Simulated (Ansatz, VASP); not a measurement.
One calculation of AlCu, two programs

```
Al Cu
1.0
     2.95759    0.00000    0.00000
     0.00000    2.95759    0.00000
     0.00000    0.00000    2.95759
Al Cu
1 1
Direct
  0.00000 0.00000 0.00000
  0.50000 0.50000 0.50000
```

Alike in both runs: functional PBEsol; k mesh 8 × 8 × 8; no spin polarisation.

Ansatz relaxed the structure, and its values are those at the end. VASP's run is a single point on that final structure, the one shown.

|  | VASP | Ansatz |
| --- | --- | --- |
| version | VASP 6.6.1 | Ansatz 0.2.0 |
| potentials or method | VASP PAW PBE potentials, release 64 (Al, Cu) | plane waves, PAW |
| plane-wave cutoff (eV) | 520 | 420 |
| occupations | gaussian, width 0.1 eV | gaussian |
| valence electrons in the cell | 14 | 22 |

Ansatz gave:

| Quantity | Value |
| --- | --- |
| gap on the k mesh at the Fermi level (eV) | none |
| pressure (GPa) | 0.0 |

Problem. Estimate VASP's values.

Solution. gap on the k mesh at the Fermi level (eV): none; pressure (GPa): 0.7.

VASP's potentials were made for PBE, not for PBEsol. A gap of «none» marks a metal or a gap that the smearing closes. VASP's potentials hold 14 valence electrons a cell and Ansatz's 22, so a difference there can come from the potentials and not from the codes. Ansatz's warnings: force scf threshold loose, stress scf threshold loose.
